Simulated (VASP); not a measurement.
# Si (Fd-3m) in VASP: notebook

Si is run at these levels: PBEsol; tasks: relaxation of cell and atoms.

Everything below comes from runs of VASP 6.6.1. Logs are shortened: lines on timing, memory, paths and dates and some standing lists are left out, and cuts for length are marked.

### Step 1. The cell of the first run

The structure is cubic, space group Fd-3m (No. 227). The conventional cell has a = 5.427 Å, b = 5.427 Å, c = 5.427 Å, α = 90.00°, β = 90.00°, γ = 90.00°. Si (site symmetry -43m) has 4 Si at 2.35 Å within 3.1 Å.

### Step 2. Relaxation of cell and atoms, PBEsol, target pressure 2 GPa, at which the enthalpy is minimised

Input file INCAR:

```
SYSTEM = Si
ALGO = Normal
EDIFF = 1E-7
EDIFFG = -0.01
ENCUT = 500
GGA = PS
GGA_COMPAT = .False.
IBRION = 2
ISIF = 3
ISMEAR = 0
LASPH = .True.
LCHARG = .False.
LREAL = .False.
LWAVE = .False.
NELM = 120
NELMIN = 4
NSW = 80
PREC = Accurate
PSTRESS = 20.0
SIGMA = 0.01
```

Input file KPOINTS:

```
k-points
0
Gamma
  6 6 6
  0 0 0
```

Input file POSCAR:

```
Si
1.0
    0.0000000000      2.7135600000      2.7135600000
    2.7135600000      0.0000000000      2.7135600000
    2.7135600000      2.7135600000      0.0000000000
Si
2
Direct
    0.2500000000      0.2500000000      0.2500000000
    1.0000000000      1.0000000000      1.0000000000
```

Potentials or basis: VASP PAW PBE potentials, release 64 (Si).

Launch:

```sh
$ cat potpaw_PBE.64/Si/POTCAR > POTCAR
$ mpirun -np 1 vasp_std > vasp.out
```

OUTCAR:

```text
SYSTEM = Si
   EDIFF = 1E-7
   EDIFFG = -0.01
   ENCUT = 500
   GGA = PS
   IBRION = 2
   ISIF = 3
   ISMEAR = 0
   LASPH = .True.
   LREAL = .False.
   NELM = 120
   NELMIN = 4
   NSW = 80
   PREC = Accurate
   PSTRESS = 20.0

 ion  position               nearest neighbor table
   1  0.250  0.250  0.250-   2 2.35   2 2.35   2 2.35   2 2.35
   2  0.000  0.000  0.000-   1 2.35   1 2.35   1 2.35   1 2.35

  LATTYP: Found a face centered cubic cell.
 ALAT       =     5.4271200000

  Lattice vectors:

 A1 = (   0.0000000000,   2.7135600000,   2.7135600000)
 A2 = (   2.7135600000,   0.0000000000,   2.7135600000)
 A3 = (   2.7135600000,   2.7135600000,   0.0000000000)

Analysis of symmetry for initial positions (statically):
=====================================================================
 Subroutine PRICEL returns:
 Original cell was already a primitive cell.

 Routine SETGRP: Setting up the symmetry group for a
 face centered cubic supercell.

 Subroutine GETGRP returns: Found 48 space group operations
 (whereof 24 operations were pure point group operations)
 out of a pool of 48 trial point group operations.

The static configuration has the point symmetry T_d .
 The point group associated with its full space group is O_h .

Analysis of symmetry for dynamics (positions and initial velocities):
=====================================================================
 Subroutine PRICEL returns:
 Original cell was already a primitive cell.

 Routine SETGRP: Setting up the symmetry group for a
 face centered cubic supercell.

 Subroutine GETGRP returns: Found 48 space group operations
 (whereof 24 operations were pure point group operations)
 out of a pool of 48 trial point group operations.

The dynamic configuration has the point symmetry T_d .
 The point group associated with its full space group is O_h .

 Subroutine INISYM returns: Found 48 space group operations
 (whereof 24 operations are pure point group operations),
 and found     1 'primitive' translations

----------------------------------------------------------------------------------------

                                     Primitive cell

  volume of cell :      39.9621

  direct lattice vectors                    reciprocal lattice vectors
     0.000000000  2.713560000  2.713560000    -0.184259792  0.184259792  0.184259792
     2.713560000  0.000000000  2.713560000     0.184259792 -0.184259792  0.184259792
     2.713560000  2.713560000  0.000000000     0.184259792  0.184259792 -0.184259792

  length of vectors
     3.837553354  3.837553354  3.837553354     0.319147321  0.319147321  0.319147321

  position of ions in fractional coordinates (direct lattice)
     0.250000000  0.250000000  0.250000000
     0.000000000  0.000000000  0.000000000

  ion indices of the primitive-cell ions
   primitive index   ion index
                 1           1
                 2           2

----------------------------------------------------------------------------------------

 KPOINTS: k-points

Automatic generation of k-mesh.
 Grid dimensions read from file:
 generate k-points for:    6    6    6

 Generating k-lattice:

  Cartesian coordinates                     Fractional coordinates (reciprocal lattice)
    -0.030709965  0.030709965  0.030709965     0.166666667  0.000000000  0.000000000
     0.030709965 -0.030709965  0.030709965     0.000000000  0.166666667  0.000000000
     0.030709965  0.030709965 -0.030709965     0.000000000  0.000000000  0.166666667

  Length of vectors
     0.053191220  0.053191220  0.053191220

  Shift w.r.t. Gamma in fractional coordinates (k-lattice)
     0.000000000  0.000000000  0.000000000

 Subroutine IBZKPT returns following result:
 ===========================================

 Found     16 irreducible k-points:

 Following reciprocal coordinates:
            Coordinates               Weight
  0.000000  0.000000  0.000000      1.000000
  0.166667  0.000000  0.000000      8.000000
  0.333333  0.000000  0.000000      8.000000
  0.500000  0.000000  0.000000      4.000000
  0.166667  0.166667  0.000000      6.000000
  0.333333  0.166667  0.000000     24.000000
[... 8 lines left out ...]
 -0.333333  0.333333  0.166667     24.000000
 -0.333333  0.500000  0.166667     12.000000
   k-points           NKPTS =     16   k-points in BZ     NKDIM =     16   number of bands    NBANDS=      8
   number of dos      NEDOS =    301   number of ions     NIONS =      2
   total plane-waves  NPLWV =  21952
   dimension x,y,z NGX =    28 NGY =   28 NGZ =   28
   dimension x,y,z NGXF=    56 NGYF=   56 NGZF=   56
   ions per type =               2
   NGX,Y,Z   is equivalent  to a cutoff of  12.13, 12.13, 12.13 a.u.
   NGXF,Y,Z  is equivalent  to a cutoff of  24.26, 24.26, 24.26 a.u.
 SYSTEM =  Si
   PREC   = accura    normal or accurate (medium, high low for compatibility)
   ISTART =      0    job   : 0-new  1-cont  2-samecut
   ICHARG =      2    charge: 1-file 2-atom 10-const
   ISPIN  =      1    spin polarized calculation?
   LNONCOLLINEAR =      F non collinear calculations
   LSORBIT =      F    spin-orbit coupling
   LASPH  =      T    aspherical Exc in radial PAW
   ENCUT  =  500.0 eV  36.75 Ry    6.06 a.u.   7.00  7.00  7.00*2*pi/ulx,y,z
   NELM   =    120;   NELMIN=  4; NELMDL= -5     # of ELM steps
   EDIFF  = 0.1E-06   stopping-criterion for ELM
   LREAL  =      F    real-space projection
   EDIFFG = -.1E-01   stopping-criterion for IOM
   NSW    =     80    number of steps for IOM
   IBRION =      2    ionic relax: 0-MD 1-quasi-New 2-CG
   NFREE  =      1    steps in history (QN), initial steepest desc. (CG)
   ISIF   =      3    stress and relaxation
   ISYM   =      2    0-nonsym 1-usesym 2-fastsym
   POTIM  = 0.5000    time-step for ionic-motion
   TEBEG  =    0.0;   TEEND  =   0.0 temperature during run
   PSTRESS=   20.0 pullay stress
   NELECT =       8.0000    total number of electrons
   NUPDOWN=      -1.0000    fix difference up-down
   EMIN   =  10.00;   EMAX   =-10.00  energy-range for DOS
   EFERMI =   0.00;   METHOD = LEGACY
   ISMEAR =     0;   SIGMA  =   0.01  broadening in eV -4-tet -1-fermi 0-gaus
   EFERMI_NEDOS =   21; number of points for ismear=-14 and -15
   IALGO  =     38    algorithm
   IMIX   =      4    mixing-type and parameters
     AMIX     =   0.40;   BMIX     =  1.00
     AMIX_MAG =   1.60;   BMIX_MAG =  1.00
  volume/ion in A,a.u.               =      19.98       134.84
  Fermi-wavevector in a.u.,A,eV,Ry     =   0.957684  1.809760 12.478691  0.917158
  Thomas-Fermi vector in A             =   2.086724
   LORBIT       =      0    0 simple, 1 ext, 2 COOP (PROOUT), +10 PAW based schemes
   GGA     = PS    functional components
   LHFCALC =     F    Hartree Fock is set to
   AEXX    =    0.0000 exact exchange contribution
   IVDW    =     0    specifies the selected vdW correction
   LEPSILON=     F    determine dielectric tensor
   LRPA    =     F    only Hartree local field effects (RPA)
 conjugate gradient relaxation of ions
 non-spin polarized calculation
 Gauss-broadening in eV      SIGMA  =   0.01
  energy-cutoff  :      500.00
  volume of cell :       39.96
 maximum number of plane-waves:      1032
   NGX = 13   NGY = 13   NGZ = 13

--------------------------------------- Ionic step        1  -------------------------------------------

 number of electron       8.0000001 magnetization

 Free energy of the ion-electron system (eV)
  ---------------------------------------------------
  ext. energy  EPLUGINS =         0.00000000
  ---------------------------------------------------
  free energy    TOTEN  =       -11.46728543 eV

  energy without entropy =      -11.46728543  energy(sigma->0) =      -11.46728543

------------------------ aborting loop because EDIFF is reached ----------------------------------------

  FORCE on cell =-STRESS in cart. coord.  units (eV):
  Direction    XX          YY          ZZ          XY          YZ          ZX
  --------------------------------------------------------------------------------------
  -------------------------------------------------------------------------------------
  Total        0.1312542      0.1312542      0.1312542      0.0000000     -0.0000000     -0.0000000
  in kB        5.2622970      5.2622970      5.2622970      0.0000000     -0.0000000     -0.0000000
  external PRESSURE =     -14.7377030 kB  Pullay stress =      20.0000000 kB

 VOLUME and BASIS-vectors are now :
 -----------------------------------------------------------------------------
  energy-cutoff  :      500.00
  volume of cell :       39.96
      direct lattice vectors                 reciprocal lattice vectors
     0.000000000  2.713560000  2.713560000    -0.184259792  0.184259792  0.184259792
     2.713560000  0.000000000  2.713560000     0.184259792 -0.184259792  0.184259792
     2.713560000  2.713560000  0.000000000     0.184259792  0.184259792 -0.184259792
[... 46 lines left out ...]
  FREE ENERGIE OF THE ION-ELECTRON SYSTEM (eV)
  ---------------------------------------------------
  free  energy   TOTEN  =       -11.4550989909 eV

  energy  without entropy=      -11.4550989909  energy(sigma->0) =      -11.45509899

  enthalpy is  TOTEN    =       -10.9694038941 eV   P V=        0.4856950968

--------------------------------------- Ionic step        3  -------------------------------------------

 number of electron       8.0000001 magnetization

 Free energy of the ion-electron system (eV)
  ---------------------------------------------------
  ext. energy  EPLUGINS =         0.00000000
  ---------------------------------------------------
  free energy    TOTEN  =       -11.46268061 eV

  energy without entropy =      -11.46268061  energy(sigma->0) =      -11.46268061

 E-fermi :   6.0216     XC(G=0):  -9.6143

 val. band max:        5.9707955157   @ k =   0.0000   0.0000   0.0000
 cond. band min:       6.5212673397   @ k =   0.5000   0.5000   0.0000
 fundamental gap:      0.5504718240
 Fermi energy:         6.0216344664

 k-point     1 :       0.0000    0.0000    0.0000
  band No.  band energies     occupation
      1      -6.1389      2.00000
      2       5.9708      2.00000
      3       5.9708      2.00000
      4       5.9708      2.00000
      5       8.4905      0.00000
      6       8.4905      0.00000
      7       8.4905      0.00000
      8       9.4882      0.00000

 k-point     2 :       0.1667    0.0000    0.0000
  band No.  band energies     occupation
      1      -5.7709      2.00000
      2       3.5564      2.00000
      3       5.5078      2.00000
      4       5.5078      2.00000
      5       8.3109      0.00000
      6       9.1517      0.00000
      7       9.1517      0.00000
      8      11.5234      0.00000
[... 174 lines left out ...]
 POSITION                                       TOTAL-FORCE (eV/Angst)
 -----------------------------------------------------------------------------------
      1.35008      1.35008      1.35008         0.000000      0.000000      0.000000
      0.00000      0.00000      0.00000        -0.000000     -0.000000     -0.000000
 -----------------------------------------------------------------------------------
    total drift:                                0.000000      0.000000     -0.000000

  FREE ENERGIE OF THE ION-ELECTRON SYSTEM (eV)
  ---------------------------------------------------
  free  energy   TOTEN  =       -11.4626806075 eV

  energy  without entropy=      -11.4626806075  energy(sigma->0) =      -11.46268061

  enthalpy is  TOTEN    =       -10.9711895562 eV   P V=        0.4914910513

 reached required accuracy - stopping structural energy minimisation
```

It took 5.3 s on 1 thread of Intel Xeon 6975P-C (Granite Rapids), shared host; peak memory 0.14 GiB.

What came out:

- Free energy: -11.4627 eV
- Relaxed volume: 19.69 Å³/atom
- Relaxed cell: a = 3.819 Å, b = 3.819 Å, c = 3.819 Å, α = 60.00°, β = 60.00°, γ = 60.00°
- Space group after relaxing (to 0.1 Å): Fd-3m (No. 227)
- Energy change on relaxing (the run minimises the enthalpy): +2.3 meV/atom
- Ionic steps: 3
- Pressure after relaxing: 2.0 GPa
- Band gap on the k mesh: 0.55 eV (least direct gap 2.52 eV)

The path:
```
step  energy change (eV)  largest force (eV/Å)  pressure (GPa)  volume (Å³)
   1              0.0000                0.0000            0.53        39.96
   2              0.0122                0.0000            3.25        38.91
   3              0.0046                0.0000            2.00        39.37
```

Final structure:
```
Si
1.0
     0.00000    2.70016    2.70016
     2.70016    0.00000    2.70016
     2.70016    2.70016    0.00000
Si
2
Direct
  0.25000 0.25000 0.25000
  0.00000 0.00000 0.00000
```

Caveat: the cell is relaxed towards a set pressure, so the run minimises the enthalpy, not the energy; the PAW data sets were made with another functional, which shifts forces and pressure a little.

### Step 3. Relaxation of cell and atoms, PBEsol, target pressure 4 GPa, at which the enthalpy is minimised

Input file INCAR:

```
SYSTEM = Si
PREC = Accurate ; ENCUT = 500
EDIFF = 1E-7 ; ISMEAR = 0
SIGMA = 0.01 ; LREAL = .False.
LASPH = .True. ; NELM = 120
ALGO = Normal ; ISIF = 3
LWAVE = .False. ; LCHARG = .False.
GGA = PS ; IBRION = 2
NSW = 80 ; EDIFFG = -0.01
PSTRESS = 40.0 ; GGA_COMPAT = .False.
NELMIN = 4
```

Input file KPOINTS:

```
regular mesh
0
Gamma
  6 6 6
  0 0 0
```

POSCAR is that of step 2.

Potentials or basis: VASP PAW PBE potentials, release 64 (Si).

Launch:

```sh
$ cat potpaw_PBE.64/Si/POTCAR > POTCAR
$ mpirun -np 1 vasp_std > vasp.out
```

OUTCAR:

```text
SYSTEM = Si
   PREC = Accurate
   ENCUT = 500
   EDIFF = 1E-7
   ISMEAR = 0
   LREAL = .False.
   LASPH = .True.
   NELM = 120
   ISIF = 3
   GGA = PS
   IBRION = 2
   NSW = 80
   EDIFFG = -0.01
   PSTRESS = 40.0
   NELMIN = 4

 ion  position               nearest neighbor table
   1  0.250  0.250  0.250-   2 2.35   2 2.35   2 2.35   2 2.35
   2  0.000  0.000  0.000-   1 2.35   1 2.35   1 2.35   1 2.35

  LATTYP: Found a face centered cubic cell.
 ALAT       =     5.4271200000

  Lattice vectors:

 A1 = (   0.0000000000,   2.7135600000,   2.7135600000)
 A2 = (   2.7135600000,   0.0000000000,   2.7135600000)
 A3 = (   2.7135600000,   2.7135600000,   0.0000000000)

Analysis of symmetry for initial positions (statically):
=====================================================================
 Subroutine PRICEL returns:
 Original cell was already a primitive cell.

 Routine SETGRP: Setting up the symmetry group for a
 face centered cubic supercell.

 Subroutine GETGRP returns: Found 48 space group operations
 (whereof 24 operations were pure point group operations)
 out of a pool of 48 trial point group operations.

The static configuration has the point symmetry T_d .
 The point group associated with its full space group is O_h .

[... 140 lines left out ...]
 maximum number of plane-waves:      1032
   NGX = 13   NGY = 13   NGZ = 13

--------------------------------------- Ionic step        1  -------------------------------------------

 number of electron       8.0000001 magnetization

 Free energy of the ion-electron system (eV)
  ---------------------------------------------------
  ext. energy  EPLUGINS =         0.00000000
  ---------------------------------------------------
  free energy    TOTEN  =       -11.46728543 eV

  energy without entropy =      -11.46728543  energy(sigma->0) =      -11.46728543

------------------------ aborting loop because EDIFF is reached ----------------------------------------

  FORCE on cell =-STRESS in cart. coord.  units (eV):
  Direction    XX          YY          ZZ          XY          YZ          ZX
  --------------------------------------------------------------------------------------
  -------------------------------------------------------------------------------------
  Total        0.1312542      0.1312542      0.1312542      0.0000000     -0.0000000     -0.0000000
  in kB        5.2622970      5.2622970      5.2622970      0.0000000     -0.0000000     -0.0000000
  external PRESSURE =     -34.7377030 kB  Pullay stress =      40.0000000 kB
[... 63 lines left out ...]
--------------------------------------- Ionic step        3  -------------------------------------------

 number of electron       8.0000001 magnetization

 Free energy of the ion-electron system (eV)
  ---------------------------------------------------
  ext. energy  EPLUGINS =         0.00000000
  ---------------------------------------------------
  free energy    TOTEN  =       -11.44915335 eV

  energy without entropy =      -11.44915335  energy(sigma->0) =      -11.44915335

 E-fermi :   6.2434     XC(G=0):  -9.6863

 val. band max:        6.1646053342   @ k =   0.0000   0.0000   0.0000
 cond. band min:       6.6762639275   @ k =   0.5000   0.5000   0.0000
 fundamental gap:      0.5116585933
 Fermi energy:         6.2433832454

 k-point     1 :       0.0000    0.0000    0.0000
  band No.  band energies     occupation
      1      -6.0771      2.00000
      2       6.1646      2.00000
      3       6.1646      2.00000
      4       6.1646      2.00000
      5       8.6910      0.00000
      6       8.6910      0.00000
      7       8.6910      0.00000
      8       9.8987      0.00000
[... 196 lines left out ...]
  energy  without entropy=      -11.4491533535  energy(sigma->0) =      -11.44915335

  enthalpy is  TOTEN    =       -10.4843452173 eV   P V=        0.9648081362

 reached required accuracy - stopping structural energy minimisation
```

OSZICAR:

```text
N       E                     dE             d eps       ncg     rms          rms(c)
DAV:   1     0.539180905432E+01    0.53918E+01   -0.30256E+03   256   0.741E+02
DAV:   2    -0.114882700629E+02   -0.16880E+02   -0.16094E+02   392   0.794E+01
DAV:   3    -0.116958366125E+02   -0.20757E+00   -0.20757E+00   296   0.111E+01
[... 23 lines left out ...]
DAV:   3    -0.114491668842E+02    0.17492E-02   -0.39843E-03   288   0.321E-01    0.756E-02
DAV:   4    -0.114491650404E+02    0.18438E-05   -0.41176E-05   320   0.585E-02    0.661E-02
DAV:   5    -0.114491531511E+02    0.11889E-04   -0.42420E-06   288   0.161E-02    0.112E-02
DAV:   6    -0.114491533577E+02   -0.20666E-06   -0.78907E-08   280   0.263E-03    0.454E-03
DAV:   7    -0.114491533535E+02    0.42221E-08   -0.32740E-08   168   0.157E-03
   3 F= -.10484345E+02 E0= -.10484345E+02  d E =-.147545E-01
```

Wall time 5.8 s (1 thread of Intel Xeon 6975P-C (Granite Rapids), shared host); peak memory 0.14 GiB.

Results:

| Item | Value |
| --- | --- |
| Free energy | -11.4492 eV |
| Relaxed volume | 19.32 Å³/atom |
| Relaxed cell | a = 3.795 Å, b = 3.795 Å, c = 3.795 Å, α = 60.00°, β = 60.00°, γ = 60.00° |
| Space group after relaxing (to 0.1 Å) | Fd-3m (No. 227) |
| Energy change on relaxing (the run minimises the enthalpy) | +9.1 meV/atom |
| Ionic steps | 3 |
| Pressure after relaxing | 4.0 GPa |
| Band gap on the k mesh | 0.51 eV (least direct gap 2.53 eV) |

The path:
| step | energy change (eV) | largest force (eV/Å) | pressure (GPa) | volume (Å³) |
| --- | --- | --- | --- | --- |
| 1 | 0.0000 | 0.0000 | 0.53 | 39.96 |
| 2 | 0.0585 | 0.0000 | 7.49 | 37.51 |
| 3 | 0.0181 | 0.0000 | 3.99 | 38.64 |

Final structure:
```xyz
2
Lattice="0.0000 2.6834 2.6834 2.6834 0.0000 2.6834 2.6834 2.6834 0.0000" Properties=species:S:1:pos:R:3 pbc="T T T"
Si    1.3417    1.3417    1.3417
Si    0.0000    0.0000    0.0000
```

Caveat: the cell is relaxed towards a set pressure, so the run minimises the enthalpy, not the energy; the PAW data sets were made with another functional, which shifts forces and pressure a little. A k mesh can miss the band edges.

(Continued in part 2 of 3.)
